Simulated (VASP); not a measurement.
# Pd (Fm-3m) in VASP: notebook, part 3 of 3

VASP 6.6.1.

## (5) Single point, r2SCAN

Contents of POSCAR:

```
Pd
1.0
    0.0000000000      1.9558504376      1.9558504376
    1.9558504376      0.0000000000      1.9558504376
    1.9558504376      1.9558504376      0.0000000000
Pd
1
Direct
    0.0000000000      0.0000000000      0.0000000000
```

Contents of INCAR.step1:

```
PREC     = Accurate       # precision mode
ENCUT    = 520            # plane-wave cutoff, eV
ISMEAR   = 1              # smearing method
SIGMA    = 0.1            # smearing width, eV
LREAL    = False          # projectors in reciprocal space
LASPH    = True           # aspherical terms in the spheres
NELM     = 60             # most SCF steps
NBANDS   = 11             # bands
GGA      = PE             # functional
ALGO     = Normal         # electronic algorithm
EDIFF    = 1E-4           # SCF threshold, eV
LWAVE    = True           # write WAVECAR
LCHARG   = False          # write CHGCAR
```

Contents of INCAR.step2:

```
PREC     = Accurate       # precision mode
ENCUT    = 520            # plane-wave cutoff, eV
EDIFF    = 1E-6           # SCF threshold, eV
ISMEAR   = 1              # smearing method
SIGMA    = 0.1            # smearing width, eV
LREAL    = False          # projectors in reciprocal space
LASPH    = True           # aspherical terms in the spheres
NELM     = 60             # most SCF steps
ALGO     = Normal         # electronic algorithm
ISIF     = 2              # what is computed and relaxed
LWAVE    = False          # write WAVECAR
LCHARG   = False          # write CHGCAR
METAGGA  = R2SCAN         # meta-GGA
LMIXTAU  = True         
NBANDS   = 11             # bands
ISTART   = 1
```

Contents of KPOINTS:

```
Automatic mesh
0
Gamma
  14 14 14
```

Potentials or basis: VASP PAW PBE potentials, release 64 (Pd).

Started as:

```
cat potpaw_PBE.64/Pd/POTCAR > POTCAR
cp INCAR.step1 INCAR
mpirun -np 1 vasp_std > vasp.out
cp INCAR.step2 INCAR
mpirun -np 1 vasp_std > vasp.out
```

OUTCAR:

```text
PREC = Accurate
   ENCUT = 520
   EDIFF = 1E-6
   ISMEAR = 1
   LREAL = False
   LASPH = True
   NELM = 60
   ISIF = 2
   METAGGA = R2SCAN
   ISTART = 1

 ion  position               nearest neighbor table
   1  0.000  0.000  0.000-

  LATTYP: Found a face centered cubic cell.
 ALAT       =     3.9117008752

  Lattice vectors:

 A1 = (   0.0000000000,   1.9558504376,   1.9558504376)
 A2 = (   1.9558504376,   0.0000000000,   1.9558504376)
 A3 = (   1.9558504376,   1.9558504376,   0.0000000000)

Analysis of symmetry for initial positions (statically):
=====================================================================
 Subroutine PRICEL returns:
 Original cell was already a primitive cell.

 Routine SETGRP: Setting up the symmetry group for a
 face centered cubic supercell.

 Subroutine GETGRP returns: Found 48 space group operations
 (whereof 48 operations were pure point group operations)
 out of a pool of 48 trial point group operations.

The static configuration has the point symmetry O_h .

Analysis of symmetry for dynamics (positions and initial velocities):
=====================================================================
 Subroutine PRICEL returns:
 Original cell was already a primitive cell.

 Routine SETGRP: Setting up the symmetry group for a
 face centered cubic supercell.

 Subroutine GETGRP returns: Found 48 space group operations
 (whereof 48 operations were pure point group operations)
 out of a pool of 48 trial point group operations.

The dynamic configuration has the point symmetry O_h .

 Subroutine INISYM returns: Found 48 space group operations
 (whereof 48 operations are pure point group operations),
 and found     1 'primitive' translations

----------------------------------------------------------------------------------------

                                     Primitive cell

  volume of cell :      14.9636

  direct lattice vectors                    reciprocal lattice vectors
[... 106 lines left out ...]
  volume/ion in A,a.u.               =      14.96       100.98
  Fermi-wavevector in a.u.,A,eV,Ry     =   1.431295  2.704756 27.872973  2.048606
  Thomas-Fermi vector in A             =   2.551047
   LORBIT       =      0    0 simple, 1 ext, 2 COOP (PROOUT), +10 PAW based schemes
   METAGGA = R2SCAN    functional components
   LHFCALC =     F    Hartree Fock is set to
   AEXX    =    0.0000 exact exchange contribution
   IVDW    =     0    specifies the selected vdW correction
   LEPSILON=     F    determine dielectric tensor
   LRPA    =     F    only Hartree local field effects (RPA)
 non-spin polarized calculation
 Methfessel and Paxton  Order N= 1 SIGMA  =   0.10
  energy-cutoff  :      520.00
  volume of cell :       14.96
 maximum number of plane-waves:       415
 NGX is ok and might be reduce to    24
   NGX = 11   NGY = 11   NGZ = 11

 number of electron       9.9999999 magnetization

 Free energy of the ion-electron system (eV)
  ---------------------------------------------------
  ext. energy  EPLUGINS =         0.00000000
  ---------------------------------------------------
  free energy    TOTEN  =       -22.93573642 eV

  energy without entropy =      -22.93442522  energy(sigma->0) =      -22.93529936

 E-fermi :   9.3823     XC(G=0): -14.0212

 val. band max:        9.3763881133   @ k =   0.5000   0.1429   0.0000
 cond. band min:       9.3860248316   @ k =   0.3571   0.2857   0.0714
 fundamental gap:      0.0096367183
 Fermi energy:         9.3823177492

 k-point     1 :       0.0000    0.0000    0.0000
  band No.  band energies     occupation
      1       2.2969      2.00000
      2       6.5284      2.00000
      3       6.5284      2.00000
      4       6.5284      2.00000
      5       8.1016      2.00000
      6       8.1016      2.00000
      7      27.3835      0.00000
      8      31.9104      0.00000
      9      32.2853      0.00000
     10      32.2853      0.00000
     11      32.2853      0.00000
[... 309 lines left out ...]
 k-point    24 :       0.2857    0.1429    0.0000
  band No.  band energies     occupation
      1       4.4079      2.00000
      2       5.7727      2.00000
      3       6.8170      2.00000
      4       7.2513      2.00000
      5       8.3245      2.00000
      6       8.6890      2.00000
      7      25.3608      0.00000
      8      28.7951      0.00000
      9      29.9351      0.00000
     10      31.7270      0.00000
     11      32.1050      0.00000

 [... further k-points ...]
[... 5 lines left out ...]
  --------------------------------------------------------------------------------------
  -------------------------------------------------------------------------------------
  Total        0.0312224      0.0312224      0.0312224      0.0000000      0.0000000      0.0000000
  in kB        3.3430234      3.3430234      3.3430234      0.0000000      0.0000000      0.0000000
  external PRESSURE =       3.3430234 kB  Pullay stress =       0.0000000 kB

 VOLUME and BASIS-vectors are now :
 -----------------------------------------------------------------------------
  energy-cutoff  :      520.00
  volume of cell :       14.96
      direct lattice vectors                 reciprocal lattice vectors
     0.000000000  1.955850438  1.955850438    -0.255643269  0.255643269  0.255643269
     1.955850438  0.000000000  1.955850438     0.255643269 -0.255643269  0.255643269
     1.955850438  1.955850438  0.000000000     0.255643269  0.255643269 -0.255643269

 POSITION                                       TOTAL-FORCE (eV/Angst)
 -----------------------------------------------------------------------------------
      0.00000      0.00000      0.00000         0.000000      0.000000      0.000000
 -----------------------------------------------------------------------------------
    total drift:                               -0.000000      0.000000      0.000000

  FREE ENERGIE OF THE ION-ELECTRON SYSTEM (eV)
  ---------------------------------------------------
  free  energy   TOTEN  =       -22.9357364203 eV

  energy  without entropy=      -22.9344252250  energy(sigma->0) =      -22.93529936
```

OSZICAR.step1:

```text
N       E                     dE             d eps       ncg     rms          rms(c)
DAV:   1     0.412756349487E+02    0.41276E+02   -0.51511E+03  2304   0.851E+02
DAV:   2    -0.493028641879E+01   -0.46206E+02   -0.44716E+02  2545   0.181E+02
DAV:   3    -0.548488758754E+01   -0.55460E+00   -0.54809E+00  2786   0.210E+01
DAV:   4    -0.548734227317E+01   -0.24547E-02   -0.24543E-02  2795   0.146E+00
DAV:   5    -0.548736871598E+01   -0.26443E-04   -0.26443E-04  3015   0.137E-01    0.745E+00
DAV:   6    -0.521393711274E+01    0.27343E+00   -0.11207E+00  2801   0.870E+00    0.367E+00
DAV:   7    -0.520559438397E+01    0.83427E-02   -0.14131E-02  2949   0.765E-01    0.198E+00
DAV:   8    -0.520201301534E+01    0.35814E-02   -0.10727E-03  2832   0.263E-01    0.579E-02
DAV:   9    -0.520200498546E+01    0.80299E-05   -0.86967E-05  1949   0.784E-02
   1 F= -.52020050E+01 E0= -.52014311E+01  d E =-.172157E-02
```

Wall time 28 s (1 thread of Intel Xeon Platinum 8559C (Emerald Rapids), shared host); peak memory 0.15 GiB.

Results:

* Free energy: -22.9357 eV
* Pressure: 0.3 GPa
* Band gap on the k mesh: zero (band 5 reaches 9.68 eV, above the bottom of band 6 at 8.03 eV)

Caveat: the PAW data sets were made with another functional, which shifts forces and pressure a little.

## (6) Overview

```csv
smearing,gap on the mesh (eV),pressure (GPa)
methfessel-paxton 0.6 eV,none,0.4
methfessel-paxton 1 eV,none,0.0
methfessel-paxton 0.01 eV,none,0.4
methfessel-paxton 0.1 eV,none,0.3
```

Alike in all rows: task single point; level r2SCAN; potentials or basis VASP PAW PBE potentials, release 64 (Pd); no spin polarisation; cell as given; k mesh 14 × 14 × 14; cutoff (eV) 520.

Every run on the cell as given and a fine mesh finds a metal.

Caveats: the PAW data sets were made with another functional, which shifts forces and pressure a little.

Absolute energies hang on the potentials; compare differences alone.
